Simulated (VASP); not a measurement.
Here is a VASP 6.6.1 calculation.

File INCAR:

```
PREC     = Accurate       # precision mode
ENCUT    = 600            # plane-wave cutoff, eV
EDIFF    = 1E-7           # SCF threshold, eV
ISMEAR   = 0              # smearing method
SIGMA    = 0.1            # smearing width, eV
LREAL    = False          # projectors in reciprocal space
LASPH    = True           # aspherical terms in the spheres
NELM     = 60             # most SCF steps
ALGO     = Normal         # electronic algorithm
ISIF     = 3              # what is computed and relaxed
LWAVE    = False          # write WAVECAR
LCHARG   = False          # write CHGCAR
GGA      = PE             # functional
IBRION   = 2              # ionic algorithm
NSW      = 90             # ionic steps
EDIFFG   = -0.04          # ionic threshold
```

KPOINTS

```
Automatic mesh
0
Gamma
  6 6 6
```

Contents of POSCAR:

```
SnSbS2
1.0
    2.0082156300      1.1594438400      7.4669745100
   -2.0082156300      1.1594438400      7.4669745100
    0.0000000000     -2.3188876700      7.4669745100
Sn Sb S
1 1 2
Direct
    0.0000000000      0.0000000000      0.0000000000
    0.5000000000      0.5000000000      0.5000000000
    0.7675268700      0.7675268700      0.7675268700
    0.2324731300      0.2324731300      0.2324731300
```

Potentials or basis: VASP PAW PBE potentials, release 64 (Sn_d, Sb, S).

Command:

```sh
$ cat potpaw_PBE.64/Sn_d/POTCAR potpaw_PBE.64/Sb/POTCAR potpaw_PBE.64/S/POTCAR > POTCAR
$ mpirun -np 1 vasp_std > vasp.out
```

What does it give for the relaxed cell?

a = 7.943 Å, b = 7.943 Å, c = 7.943 Å, α = 27.64°, β = 27.64°, γ = 27.64°.

What does it give for the space group after relaxing (to 0.05 Å)?

R-3m (No. 166).

Estimate the relaxed volume.

23.80 Å³/atom.

Step by step:
| step | energy change (eV) | largest force (eV/Å) | pressure (GPa) | volume (Å³) |
| --- | --- | --- | --- | --- |
| 1 | 0.0000 | 0.7951 | -0.93 | 104.32 |
| 2 | -0.0863 | 0.7022 | -0.36 | 102.04 |
| 3 | -0.2413 | 0.4083 | 1.66 | 95.29 |
| 4 | -0.2481 | 0.3425 | 2.42 | 93.17 |
| 5 | -0.2769 | 0.0313 | -0.65 | 96.22 |
| 6 | -0.2803 | 0.1007 | 0.05 | 95.45 |
| 7 | -0.2862 | 0.0939 | -0.05 | 95.71 |
| 8 | -0.2919 | 0.0755 | -0.23 | 96.26 |
| 9 | -0.2920 | 0.0735 | -0.25 | 96.31 |
| 10 | -0.2933 | 0.0798 | 0.14 | 95.62 |
| 11 | -0.2933 | 0.0809 | 0.23 | 95.45 |
| 12 | -0.2943 | 0.0669 | 0.20 | 95.39 |
| 13 | -0.2961 | 0.0266 | 0.11 | 95.20 |
